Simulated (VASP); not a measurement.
A run of VASP 6.6.1 is set up as follows.

The input INCAR:

```
SYSTEM = K
ALGO = Normal
EDIFF = 1E-7
ENCUT = 520
GGA = PS
ISIF = 2
ISMEAR = 0
LASPH = .True.
LCHARG = .False.
LREAL = .False.
LWAVE = .False.
NBANDS = 10
NELM = 100
PREC = Accurate
SIGMA = 0.1
```

Contents of KPOINTS:

```
k-points
0
Gamma
  15 15 15
  0 0 0
```

POSCAR

```
K
1.0
    3.6976848033      2.1348593165      1.5008468286
   -3.6976848033      2.1348593165      1.5008468286
    0.0000000000     -4.2697186331      1.5008468286
K
1
Direct
    0.5000000000      0.5000000000      0.5000000000
```

Potentials or basis: VASP PAW PBE potentials, release 64 (K_sv).

Run with:

```sh
$ cat potpaw_PBE.64/K_sv/POTCAR > POTCAR
$ mpirun -np 1 vasp_std > vasp.out
```

(1) Estimate the pressure.

Answers

(1) 0.0 GPa.

Caveat: the PAW data sets were made with another functional, which shifts forces and pressure a little.
